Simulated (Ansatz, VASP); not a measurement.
# SnS4 in VASP and in Ansatz

INCAR

```
SYSTEM = SnS4
  ALGO = Normal
  EDIFF = 1E-6
  EDIFFG = -0.04
  ENCUT = 600
  GGA = PE
  IBRION = 2
  ISIF = 3
  ISMEAR = 0
  LASPH = .TRUE.
  LCHARG = .FALSE.
  LREAL = .FALSE.
  LWAVE = .FALSE.
  NELM = 80
  NSW = 90
  PREC = Accurate
  SIGMA = 0.1
```

KPOINTS

```
k-points
0
G
  4 4 4
  0 0 0
```

POSCAR

```
SnS4
1.0
    4.9277704500      0.0000000000      0.0000000000
    0.0000000000      4.9277704500      0.0000000000
    0.0000000000      0.0000000000      5.6512243000
Sn S
1 4
Direct
    0.5000000000      0.5000000000      0.5000000000
    0.0000000000      0.5000000000      0.0000000000
    0.5000000000      0.0000000000      0.0000000000
    0.5000000000      0.5000000000      0.0000000000
    0.0000000000      0.0000000000      0.5000000000
```

Input for Ansatz:

```yaml
crystal:
  lattice:
    - [4.92777045, 0.0, 0.0]
    - [0.0, 4.92777045, 0.0]
    - [0.0, 0.0, 5.6512243]
  atoms:
    - { symbol: Sn, position: [0.5, 0.5, 0.5] }
    - { symbol: S, position: [0.0, 0.5, 0.0] }
    - { symbol: S, position: [0.5, 0.0, 0.0] }
    - { symbol: S, position: [0.5, 0.5, 0.0] }
    - { symbol: S, position: [0.0, 0.0, 0.5] }
basis:
  ecutwfc: 420
kpoints:
  mp_grid: { grid: [4, 4, 4] }
hamiltonian:
  xc: pbe
scf:
  occupations: { method: gaussian, width: 0.1 }
  lower_state_search: "off"
output:
  forces: true
  stress: true
  eigenvalues: true
relax:
  adjacent_minimum: "off"
  f_tol: 0.04
  max_steps: 70
  cell: { stress_tol: 0.4 }
```

Alike in both runs: task relaxation of cell and atoms; functional PBE; k mesh 4 × 4 × 4; occupations gaussian, width 0.1 eV; no spin polarisation.

```csv
,VASP,Ansatz
version,VASP 6.6.1,Ansatz 0.2.0
potentials or method,"VASP PAW PBE potentials, release 64 (Sn_d, S), cutoff 600 eV","scalar-relativistic, plane waves, PAW"
valence electrons in the cell,38,38
```

```tsv
	VASP	Ansatz	Ansatz less VASP
gap on the k mesh at the Fermi level, each at its own relaxed structure (eV)	none	none	-
relaxed volume (Å³/atom)	22.74	22.66	-0.084
relaxed cell length with the largest relative difference (Å)	5.680	5.656	-0.0238
```

A gap of «none» marks a metal or a gap that the smearing closes.

Noted on VASP's run: the volume moved by over 15 % at a fixed basis, so the end points are rough.
